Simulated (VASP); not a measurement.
## Bi2Se3: single point with PBEsol

Bi2Se3:

```
Bi Se
1.0
     1.96191    1.13271    9.53991
    -1.96191    1.13271    9.53991
     0.00000   -2.26542    9.53991
Bi Se
2 3
Direct
  0.40026 0.40026 0.40026
  0.59974 0.59974 0.59974
  0.00000 0.00000 0.00000
  0.21164 0.21164 0.21164
  0.78836 0.78836 0.78836
```

This cell differs from its parent crystal: strain -0.050 along x and y, +0.000 along z.

```json
{
  "Program": "VASP 6.6.1",
  "Task": "single point",
  "Functional": "PBEsol",
  "Potentials or basis": "VASP PAW PBE potentials, release 64 (Bi_d, Se)",
  "Cutoff": "500 eV",
  "k mesh": "12 × 12 × 12",
  "Occupations": "gaussian, width 0.03 eV",
  "Spin": "no spin polarisation",
  "Dipole correction": "no",
  "Further INCAR settings": "ALGO = Normal; EDIFF = 1e-06; NBANDS = 32"
}
```

| Property | Result |
| --- | --- |
| Pressure | 8.3 GPa |
| Largest force | 0.821 eV/Å |
| Band gap on the k mesh | 0.18 eV |

Forces on the atoms (eV/Å):
```
Bi   0.000  0.000 -0.398
Bi   0.000  0.000  0.398
Se   0.000  0.000  0.000
Se   0.000  0.000 -0.821
Se   0.000  0.000  0.821
```

Stress tensor (GPa, compression positive):
```
9.06 0.00 0.00
0.00 9.06 0.00
0.00 0.00 6.82
```

Levels at points of the mesh, in eV from the valence-band top:
```tsv
k point	band 20	band 21	band 22	band 23	band 24	band 25	band 26	band 27	band 28	band 29
(0.00, 0.00, 0.00)	-2.17	-2.17	-1.51	-1.51	0.00	0.18	1.32	1.32	2.09	2.70
(0.50, 0.00, 0.00)	-3.75	-3.57	-2.96	-1.69	-0.86	0.51	1.64	2.58	2.73	3.28
(0.50, 0.50, 0.00)	-3.12	-2.49	-2.42	-2.12	-1.61	0.73	1.54	2.39	2.87	3.21
(0.50, 0.50, 0.50)	-1.92	-1.69	-1.69	-1.56	-0.69	0.58	1.62	1.62	2.16	2.36
```

Run time: 41 min on 1 thread of Intel(R) Xeon(R) Platinum 8559C (Emerald Rapids), with other jobs on the host, peak memory 1.1 GiB.

Caveat: the cell differs from its parent crystal (strain -0.050 along x and y, +0.000 along z); the cell stands under pressure; the PAW data sets were made with another functional, which shifts forces and pressure a little; spin-orbit coupling is left out, which moves the levels of the heavy elements. A k mesh can miss the band edges.
